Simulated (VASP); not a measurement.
# K2S (Fm-3m) in VASP: a series of runs

The runs below take K2S through single point, relaxation of cell and atoms, with PBE.

Everything below comes from runs of VASP 6.6.1. Logs are shortened: lines on timing, memory, paths and dates and some standing lists are left out, and cuts for length are marked.

**1. The cell of the first run**

Symmetry: Fm-3m, No. 225, cubic system. Conventional cell: a = 7.461 Å, b = 7.461 Å, c = 7.461 Å, α = 90.00°, β = 90.00°, γ = 90.00°. K (site symmetry -43m) has 4 S at 3.23 Å and 6 K at 3.73 Å within 4.3 Å. S (site symmetry m-3m) has 8 K at 3.23 Å within 4.3 Å.

**2. Single point, PBE**

Input file INCAR:

```
SYSTEM = K2S
PREC = Accurate ; ENCUT = 500
EDIFF = 1E-6 ; ISMEAR = 0
SIGMA = 0.02 ; LREAL = .FALSE.
LASPH = .TRUE. ; NELM = 120
ALGO = Normal ; ISIF = 2
LWAVE = .FALSE. ; LCHARG = .TRUE.
GGA = PE ; LELF = .TRUE.
LVHAR = .TRUE. ; NBANDS = 19
GGA_COMPAT = .FALSE.
```

Input file KPOINTS:

```
Automatic mesh
0
G
  6 6 6
  0 0 0
```

Input file POSCAR:

```
K2S
1.0
    0.0000000000      3.7306303271      3.7306303271
    3.7306303271      0.0000000000      3.7306303271
    3.7306303271      3.7306303271      0.0000000000
K S
2 1
Direct
    0.2500000000      0.2500000000      0.2500000000
    0.7500000000      0.7500000000      0.7500000000
    0.0000000000      0.0000000000      0.0000000000
```

Potentials or basis: VASP PAW PBE potentials, release 64 (K_sv, S).

The run is started by

```sh
cat potpaw_PBE.64/K_sv/POTCAR potpaw_PBE.64/S/POTCAR > POTCAR
mpirun -np 1 vasp_std > vasp.out
```

OUTCAR:

```text
SYSTEM = K2S
   PREC = Accurate
   ENCUT = 500
   EDIFF = 1E-6
   ISMEAR = 0
   LREAL = .FALSE.
   LASPH = .TRUE.
   NELM = 120
   ISIF = 2
   GGA = PE

 ion  position               nearest neighbor table
   1  0.250  0.250  0.250-   3 3.23   3 3.23   3 3.23   3 3.23   2 3.73   2 3.73   2 3.73   2 3.73
                             2 3.73   2 3.73
   2  0.750  0.750  0.750-   3 3.23   3 3.23   3 3.23   3 3.23   1 3.73   1 3.73   1 3.73   1 3.73
                             1 3.73   1 3.73
   3  0.000  0.000  0.000-   2 3.23   2 3.23   2 3.23   1 3.23   2 3.23   1 3.23   1 3.23   1 3.23

  LATTYP: Found a face centered cubic cell.
 ALAT       =     7.4612606542

  Lattice vectors:

 A1 = (   0.0000000000,   3.7306303271,   3.7306303271)
 A2 = (   3.7306303271,   0.0000000000,   3.7306303271)
 A3 = (   3.7306303271,   3.7306303271,   0.0000000000)

Analysis of symmetry for initial positions (statically):
=====================================================================
 Subroutine PRICEL returns:
 Original cell was already a primitive cell.

 Routine SETGRP: Setting up the symmetry group for a
 face centered cubic supercell.

 Subroutine GETGRP returns: Found 48 space group operations
 (whereof 48 operations were pure point group operations)
 out of a pool of 48 trial point group operations.

The static configuration has the point symmetry O_h .

Analysis of symmetry for dynamics (positions and initial velocities):
=====================================================================
 Subroutine PRICEL returns:
 Original cell was already a primitive cell.

 Routine SETGRP: Setting up the symmetry group for a
 face centered cubic supercell.

 Subroutine GETGRP returns: Found 48 space group operations
 (whereof 48 operations were pure point group operations)
 out of a pool of 48 trial point group operations.

The dynamic configuration has the point symmetry O_h .

 Subroutine INISYM returns: Found 48 space group operations
 (whereof 48 operations are pure point group operations),
 and found     1 'primitive' translations

----------------------------------------------------------------------------------------

                                     Primitive cell

  volume of cell :     103.8429

  direct lattice vectors                    reciprocal lattice vectors
     0.000000000  3.730630327  3.730630327    -0.134025609  0.134025609  0.134025609
     3.730630327  0.000000000  3.730630327     0.134025609 -0.134025609  0.134025609
     3.730630327  3.730630327  0.000000000     0.134025609  0.134025609 -0.134025609

  length of vectors
     5.275908005  5.275908005  5.275908005     0.232139164  0.232139164  0.232139164

  position of ions in fractional coordinates (direct lattice)
     0.250000000  0.250000000  0.250000000
     0.750000000  0.750000000  0.750000000
     0.000000000  0.000000000  0.000000000

  ion indices of the primitive-cell ions
   primitive index   ion index
                 1           1
                 2           2
                 3           3

----------------------------------------------------------------------------------------

 KPOINTS: Automatic mesh

Automatic generation of k-mesh.
 Grid dimensions read from file:
 generate k-points for:    6    6    6

 Generating k-lattice:

  Cartesian coordinates                     Fractional coordinates (reciprocal lattice)
    -0.022337601  0.022337601  0.022337601     0.166666667  0.000000000  0.000000000
     0.022337601 -0.022337601  0.022337601     0.000000000  0.166666667  0.000000000
     0.022337601  0.022337601 -0.022337601     0.000000000  0.000000000  0.166666667

  Length of vectors
     0.038689861  0.038689861  0.038689861

  Shift w.r.t. Gamma in fractional coordinates (k-lattice)
     0.000000000  0.000000000  0.000000000

 Subroutine IBZKPT returns following result:
 ===========================================

 Found     16 irreducible k-points:

 Following reciprocal coordinates:
            Coordinates               Weight
  0.000000  0.000000  0.000000      1.000000
  0.166667  0.000000  0.000000      8.000000
  0.333333  0.000000  0.000000      8.000000
  0.500000  0.000000  0.000000      4.000000
  0.166667  0.166667  0.000000      6.000000
  0.333333  0.166667  0.000000     24.000000
[... 8 lines left out ...]
 -0.333333  0.333333  0.166667     24.000000
 -0.333333  0.500000  0.166667     12.000000
   k-points           NKPTS =     16   k-points in BZ     NKDIM =     16   number of bands    NBANDS=     19
   number of dos      NEDOS =    301   number of ions     NIONS =      3
   total plane-waves  NPLWV =  64000
   dimension x,y,z NGX =    40 NGY =   40 NGZ =   40
   dimension x,y,z NGXF=    80 NGYF=   80 NGZF=   80
   ions per type =               2   1
   NGX,Y,Z   is equivalent  to a cutoff of  12.60, 12.60, 12.60 a.u.
   NGXF,Y,Z  is equivalent  to a cutoff of  25.21, 25.21, 25.21 a.u.
 SYSTEM =  K2S
   PREC   = accura    normal or accurate (medium, high low for compatibility)
   ISTART =      0    job   : 0-new  1-cont  2-samecut
   ICHARG =      2    charge: 1-file 2-atom 10-const
   ISPIN  =      1    spin polarized calculation?
   LNONCOLLINEAR =      F non collinear calculations
   LSORBIT =      F    spin-orbit coupling
   LASPH  =      T    aspherical Exc in radial PAW
   ENCUT  =  500.0 eV  36.75 Ry    6.06 a.u.   9.62  9.62  9.62*2*pi/ulx,y,z
   NELM   =    120;   NELMIN=  2; NELMDL= -5     # of ELM steps
   EDIFF  = 0.1E-05   stopping-criterion for ELM
   LREAL  =      F    real-space projection
   EDIFFG = 0.1E-04   stopping-criterion for IOM
   NSW    =      0    number of steps for IOM
   IBRION =     -1    ionic relax: 0-MD 1-quasi-New 2-CG
   NFREE  =      0    steps in history (QN), initial steepest desc. (CG)
   ISIF   =      2    stress and relaxation
   ISYM   =      2    0-nonsym 1-usesym 2-fastsym
   POTIM  = 0.5000    time-step for ionic-motion
   TEBEG  =    0.0;   TEEND  =   0.0 temperature during run
   PSTRESS=    0.0 pullay stress
   NELECT =      24.0000    total number of electrons
   NUPDOWN=      -1.0000    fix difference up-down
   EMIN   =  10.00;   EMAX   =-10.00  energy-range for DOS
   EFERMI =   0.00;   METHOD = LEGACY
   ISMEAR =     0;   SIGMA  =   0.02  broadening in eV -4-tet -1-fermi 0-gaus
   EFERMI_NEDOS =   21; number of points for ismear=-14 and -15
   IALGO  =     38    algorithm
   IMIX   =      4    mixing-type and parameters
     AMIX     =   0.40;   BMIX     =  1.00
     AMIX_MAG =   1.60;   BMIX_MAG =  1.00
  volume/ion in A,a.u.               =      34.61       233.59
  Fermi-wavevector in a.u.,A,eV,Ry     =   1.004661  1.898535 13.732965  1.009344
  Thomas-Fermi vector in A             =   2.137291
   LORBIT       =      0    0 simple, 1 ext, 2 COOP (PROOUT), +10 PAW based schemes
   GGA     = PE    functional components
   LHFCALC =     F    Hartree Fock is set to
   AEXX    =    0.0000 exact exchange contribution
   IVDW    =     0    specifies the selected vdW correction
   LEPSILON=     F    determine dielectric tensor
   LRPA    =     F    only Hartree local field effects (RPA)
 non-spin polarized calculation
 Gauss-broadening in eV      SIGMA  =   0.02
  energy-cutoff  :      500.00
  volume of cell :      103.84
 maximum number of plane-waves:      2685
 NGX is ok and might be reduce to    40
   NGX = 19   NGY = 19   NGZ = 19

 number of electron      24.0000000 magnetization

 Free energy of the ion-electron system (eV)
  ---------------------------------------------------
  ext. energy  EPLUGINS =         0.00000000
  ---------------------------------------------------
  free energy    TOTEN  =        -9.42076769 eV

  energy without entropy =       -9.42076769  energy(sigma->0) =       -9.42076769

 E-fermi :  -0.2689     XC(G=0):  -7.2543

 val. band max:       -0.4220790027   @ k =   0.5000   0.5000   0.0000
 cond. band min:       1.9001765240   @ k =   0.0000   0.0000   0.0000
 fundamental gap:      2.3222555267
 Fermi energy:        -0.2689255558

 k-point     1 :       0.0000    0.0000    0.0000
  band No.  band energies     occupation
      1     -29.6858      2.00000
      2     -29.6107      2.00000
      3     -13.2725      2.00000
      4     -13.2725      2.00000
      5     -13.2725      2.00000
      6     -13.0496      2.00000
[... 11 lines left out ...]
     18       6.9718      0.00000
     19       7.8716      0.00000

 k-point     2 :       0.1667    0.0000    0.0000
  band No.  band energies     occupation
      1     -29.6805      2.00000
      2     -29.6155      2.00000
      3     -13.2665      2.00000
      4     -13.2594      2.00000
      5     -13.2594      2.00000
      6     -13.0878      2.00000
[... 11 lines left out ...]
     18       7.1259      0.00000
     19       7.3870      0.00000

 k-point     3 :       0.3333    0.0000    0.0000
  band No.  band energies     occupation
      1     -29.6664      2.00000
      2     -29.6288      2.00000
      3     -13.2575      2.00000
      4     -13.2223      2.00000
      5     -13.2223      2.00000
      6     -13.1575      2.00000
[... 11 lines left out ...]
     18       7.1881      0.00000
     19       7.1886      0.00000

 k-point     4 :       0.5000    0.0000    0.0000
  band No.  band energies     occupation
      1     -29.6474      2.00000
      2     -29.6474      2.00000
      3     -13.2576      2.00000
      4     -13.1859      2.00000
      5     -13.1726      2.00000
      6     -13.1726      2.00000
[... 231 lines left out ...]
     18       7.1004      0.00000
     19       7.5136      0.00000

 k-point    15 :      -0.3333    0.3333    0.1667
  band No.  band energies     occupation
      1     -29.6471      2.00000
      2     -29.6471      2.00000
      3     -13.4025      2.00000
      4     -13.3291      2.00000
      5     -13.1780      2.00000
      6     -13.1757      2.00000
[... 11 lines left out ...]
     18       6.8175      0.00000
     19       7.4943      0.00000

 k-point    16 :      -0.3333    0.5000    0.1667
  band No.  band energies     occupation
      1     -29.6532      2.00000
      2     -29.6408      2.00000
      3     -13.4397      2.00000
      4     -13.3463      2.00000
      5     -13.2528      2.00000
      6     -13.0962      2.00000
[... 11 lines left out ...]
     18       7.0341      0.00000
     19       7.2605      0.00000

------------------------ aborting loop because EDIFF is reached ----------------------------------------

  FORCE on cell =-STRESS in cart. coord.  units (eV):
  Direction    XX          YY          ZZ          XY          YZ          ZX
  --------------------------------------------------------------------------------------
  -------------------------------------------------------------------------------------
  Total        0.0239410      0.0239410      0.0239410      0.0000000      0.0000000      0.0000000
  in kB        0.3693820      0.3693820      0.3693820      0.0000000      0.0000000      0.0000000
  external PRESSURE =       0.3693820 kB  Pullay stress =       0.0000000 kB

 VOLUME and BASIS-vectors are now :
 -----------------------------------------------------------------------------
  energy-cutoff  :      500.00
  volume of cell :      103.84
      direct lattice vectors                 reciprocal lattice vectors
     0.000000000  3.730630327  3.730630327    -0.134025609  0.134025609  0.134025609
     3.730630327  0.000000000  3.730630327     0.134025609 -0.134025609  0.134025609
     3.730630327  3.730630327  0.000000000     0.134025609  0.134025609 -0.134025609

 POSITION                                       TOTAL-FORCE (eV/Angst)
 -----------------------------------------------------------------------------------
      1.86532      1.86532      1.86532         0.000000     -0.000000     -0.000000
      5.59595      5.59595      5.59595        -0.000000      0.000000     -0.000000
      0.00000      0.00000      0.00000         0.000000      0.000000      0.000000
 -----------------------------------------------------------------------------------
    total drift:                               -0.000000     -0.000000      0.000000

  FREE ENERGIE OF THE ION-ELECTRON SYSTEM (eV)
  ---------------------------------------------------
  free  energy   TOTEN  =        -9.4207676921 eV

  energy  without entropy=       -9.4207676921  energy(sigma->0) =       -9.42076769
```

It took 22 s on 1 thread of Intel Xeon 6975P-C (Granite Rapids), shared host; peak memory 0.23 GiB.

What came out:

```
Free energy            : -9.4208 eV
Pressure               : 0.0 GPa
Band gap on the k mesh : 2.32 eV, indirect (least direct gap 2.50 eV)
```

Levels at points of the mesh, in eV from the valence-band top:
| k point | band 10 | band 11 | band 12 | band 13 | band 14 | band 15 |
| --- | --- | --- | --- | --- | --- | --- |
| (0.00, 0.00, 0.00) | -0.17 | -0.17 | -0.17 | 2.32 | 5.46 | 5.46 |
| (0.50, 0.00, 0.00) | -0.60 | -0.06 | -0.06 | 4.67 | 4.91 | 5.78 |
| (0.50, 0.50, 0.00) | -0.72 | 0.00 | 0.00 | 3.50 | 5.25 | 6.48 |

A k mesh can miss the band edges. PBE gaps usually lie below the measured ones, often by a third to a half.

**3. Relaxation of cell and atoms, PBE**

This run uses another cell than the first one, of 33.65 Å³/atom, 0.972 times its volume.

Input file INCAR:

```
ALGO = Normal ; EDIFF = 1E-7
EDIFFG = -0.005 ; ENCUT = 500
GGA = PE ; GGA_COMPAT = F
IBRION = 2 ; ISIF = 3
ISMEAR = 0 ; LASPH = T
LCHARG = F ; LREAL = F
LWAVE = F ; NELM = 120
NELMIN = 4 ; NSW = 100
PREC = Accurate ; SIGMA = 0.02
```

Input file KPOINTS:

```
k-points
0
Gamma
  6 6 6
```

Input file POSCAR:

```
K2S
1.0
    0.0000000000      3.6955000000      3.6955000000
    3.6955000000      0.0000000000      3.6955000000
    3.6955000000      3.6955000000      0.0000000000
K S
2 1
Direct
    0.2500000000      0.2500000000      0.2500000000
    0.7500000000      0.7500000000      0.7500000000
    0.0000000000      0.0000000000      0.0000000000
```

Potentials or basis: VASP PAW PBE potentials, release 64 (K_sv, S).

The run is started by

```sh
cat potpaw_PBE.64/K_sv/POTCAR potpaw_PBE.64/S/POTCAR > POTCAR
mpirun -np 1 vasp_std > vasp.out
```

OUTCAR:

```text
EDIFF = 1E-7
   EDIFFG = -0.005
   ENCUT = 500
   GGA = PE
   IBRION = 2
   ISIF = 3
   ISMEAR = 0
   LASPH = T
   LREAL = F
   NELM = 120
   NELMIN = 4
   NSW = 100
   PREC = Accurate

 ion  position               nearest neighbor table
   1  0.250  0.250  0.250-   3 3.20   3 3.20   3 3.20   3 3.20   2 3.70   2 3.70   2 3.70   2 3.70
                             2 3.70   2 3.70
   2  0.750  0.750  0.750-   3 3.20   3 3.20   3 3.20   3 3.20   1 3.70   1 3.70   1 3.70   1 3.70
                             1 3.70   1 3.70
   3  0.000  0.000  0.000-   1 3.20   2 3.20   2 3.20   2 3.20   2 3.20   1 3.20   1 3.20   1 3.20

  LATTYP: Found a face centered cubic cell.
 ALAT       =     7.3910000000

  Lattice vectors:

 A1 = (   0.0000000000,   3.6955000000,   3.6955000000)
[... 179 lines left out ...]
  -------------------------------------------------------------------------------------
  Total        0.3775357      0.3775357      0.3775357      0.0000000     -0.0000000      0.0000000
  in kB        5.9926517      5.9926517      5.9926517      0.0000000     -0.0000000      0.0000000
  external PRESSURE =       5.9926517 kB  Pullay stress =       0.0000000 kB
[... 61 lines left out ...]
--------------------------------------- Ionic step        3  -------------------------------------------

 number of electron      24.0000000 magnetization

 Free energy of the ion-electron system (eV)
  ---------------------------------------------------
  ext. energy  EPLUGINS =         0.00000000
  ---------------------------------------------------
  free energy    TOTEN  =        -9.42017696 eV

  energy without entropy =       -9.42017696  energy(sigma->0) =       -9.42017696

 E-fermi :  -0.3172     XC(G=0):  -7.2454

 val. band max:       -0.4299178909   @ k =   0.5000   0.5000   0.0000
 cond. band min:       1.8864147700   @ k =   0.0000   0.0000   0.0000
 fundamental gap:      2.3163326609
 Fermi energy:        -0.3171649196

 k-point     1 :       0.0000    0.0000    0.0000
  band No.  band energies     occupation
      1     -29.6983      2.00000
      2     -29.6240      2.00000
      3     -13.2842      2.00000
      4     -13.2842      2.00000
      5     -13.2842      2.00000
      6     -13.0628      2.00000
[... 323 lines left out ...]
  FREE ENERGIE OF THE ION-ELECTRON SYSTEM (eV)
  ---------------------------------------------------
  free  energy   TOTEN  =        -9.4201769648 eV

  energy  without entropy=       -9.4201769648  energy(sigma->0) =       -9.42017696

 reached required accuracy - stopping structural energy minimisation
```

OSZICAR:

```text
N       E                     dE             d eps       ncg     rms          rms(c)
DAV:   1     0.160632870853E+03    0.16063E+03   -0.10929E+04   512   0.126E+03
DAV:   2     0.106489032313E+01   -0.15957E+03   -0.15696E+03   600   0.341E+02
DAV:   3    -0.105435240552E+02   -0.11608E+02   -0.11587E+02   968   0.741E+01
[... 37 lines left out ...]
DAV:   8    -0.942017605771E+01   -0.15102E-05   -0.67147E-07   688   0.782E-03    0.361E-03
DAV:   9    -0.942017689741E+01   -0.83970E-06   -0.49671E-07   640   0.441E-03    0.121E-03
DAV:  10    -0.942017730043E+01   -0.40302E-06   -0.23771E-08   432   0.115E-03    0.136E-03
DAV:  11    -0.942017704115E+01    0.25928E-06   -0.38760E-08   408   0.138E-03    0.264E-04
DAV:  12    -0.942017696482E+01    0.76328E-07   -0.62093E-09   296   0.619E-04
   3 F= -.94201770E+01 E0= -.94201770E+01  d E =-.567585E-02
```

Run time: 55 s. Hardware: 1 thread of Intel Xeon 6975P-C (Granite Rapids), shared host; peak memory 0.24 GiB.

What came out:

- Free energy: -9.4202 eV
- Relaxed volume: 34.70 Å³/atom
- Relaxed cell: a = 5.280 Å, b = 5.280 Å, c = 5.280 Å, α = 60.00°, β = 60.00°, γ = 60.00°
- Space group after relaxing (to 0.05 Å): Fm-3m (No. 225)
- Energy gained by relaxing: 1.9 meV/atom
- Ionic steps: 3
- Pressure after relaxing: 0.0 GPa
- Band gap on the k mesh: 2.32 eV, indirect (least direct gap 2.49 eV)

The path:
```tsv
step	energy change (eV)	largest force (eV/Å)	pressure (GPa)	volume (Å³)
1	0.0000	0.0000	0.60	100.94
2	-0.0048	0.0000	0.23	102.79
3	-0.0057	0.0000	-0.01	104.10
```

Final structure:
```yaml
crystal:
  lattice:
    - [0.00000, 3.73365, 3.73365]
    - [3.73365, 0.00000, 3.73365]
    - [3.73365, 3.73365, 0.00000]
  atoms:
    - { symbol: K, position: [0.25000, 0.25000, 0.25000] }
    - { symbol: K, position: [0.75000, 0.75000, 0.75000] }
    - { symbol: S, position: [0.00000, 0.00000, 0.00000] }
```

A k mesh can miss the band edges. PBE usually gives volumes a little too large and moduli too small.

**4. Single point, PBE**

This run uses another cell than the first one, of 33.65 Å³/atom, 0.972 times its volume.

Input file INCAR:

```
PREC = Accurate ; ENCUT = 500
EDIFF = 1E-6 ; ISMEAR = 0
SIGMA = 0.1 ; LREAL = F
LASPH = T ; NELM = 120
ALGO = Normal ; ISIF = 2
LWAVE = F ; LCHARG = F
GGA = PE ; NBANDS = 19
GGA_COMPAT = F
```

Input file KPOINTS:

```
regular mesh
0
Gamma
  4 4 4
```

POSCAR is that of step 3.

The run is started by

```sh
cat potpaw_PBE.64/K_sv/POTCAR potpaw_PBE.64/S/POTCAR > POTCAR
mpirun -np 1 vasp_std > vasp.out
```

Run time: 44 s. Hardware: 1 thread of Intel Xeon 8259CL, shared host; peak memory 0.23 GiB.

Results (log left out):

- Free energy: -9.4142 eV
- Pressure: 0.6 GPa
- Band gap on the k mesh: 2.39 eV, indirect (least direct gap 2.59 eV)

Levels at points of the mesh, in eV from the valence-band top:
```tsv
k point	band 8	band 9	band 10	band 11	band 12	band 13	band 14	band 15	band 16	band 17
(0.00, 0.00, 0.00)	-12.56	-9.62	-0.20	-0.20	-0.20	2.39	5.47	5.47	7.49	7.49
(0.50, 0.00, 0.00)	-12.69	-9.42	-0.62	-0.07	-0.07	4.73	5.04	5.83	5.83	7.61
(0.50, 0.50, 0.00)	-12.50	-9.37	-0.75	0.00	0.00	3.51	5.30	6.62	6.62	7.62
```

**5. Summary**

| task | cell | k mesh | smearing | gap on the mesh (eV) | pressure (GPa) |
| --- | --- | --- | --- | --- | --- |
| single point | a = 5.276 Å, angles 60.0°, 3 atoms | 6 × 6 × 6 | gaussian 0.02 eV | 2.32 | 0.0 |
| relaxation of cell and atoms | relaxed from a = 5.226 Å, angles 60.0°, 3 atoms | 6 × 6 × 6 | gaussian 0.02 eV | 2.32 | 0.0 |
| single point | a = 5.226 Å, angles 60.0°, 3 atoms | 4 × 4 × 4 | gaussian 0.1 eV | 2.39 | 0.6 |

Alike in all rows: level PBE; potentials or basis VASP PAW PBE potentials, release 64 (K_sv, S); no spin polarisation; cutoff (eV) 500.

Absolute energies hang on the potentials; compare differences alone.
